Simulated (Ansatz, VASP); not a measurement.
Two plane-wave programs on Rh

```
Rh
1.0
     0.00000    2.59933    2.59933
     2.59933    0.00000    2.59933
     2.59933    2.59933    0.00000
Rh
2
Direct
  0.87500 0.87500 0.87500
  0.12500 0.12500 0.12500
```

Alike in both runs: task relaxation of cell and atoms; functional PBE; k mesh 13 × 13 × 13; occupations fermi-dirac, width 0.05 eV; no spin polarisation.

```csv
,VASP,Ansatz
version,VASP 6.6.1,Ansatz 0.2.0
potentials or method,"VASP PAW PBE potentials, release 64 (Rh_pv)","PAW with Ansatz's default frozen-core files, scalar-relativistic"
plane-wave cutoff (eV),600,420
valence electrons in the cell,30,34
```

|  | VASP | Ansatz | Ansatz less VASP |
| --- | --- | --- | --- |
| relaxed volume (Å³/atom) | 20.96 | 20.94 | -0.020 |
| relaxed cell length with the largest relative difference (Å) | 3.899 | 3.898 | -0.0013 |

VASP's potentials hold 30 valence electrons a cell and Ansatz's 34, so a difference there can come from the potentials and not from the codes.

Noted on VASP's run: the volume moved by over 15 % at a fixed basis, so the end points are rough.
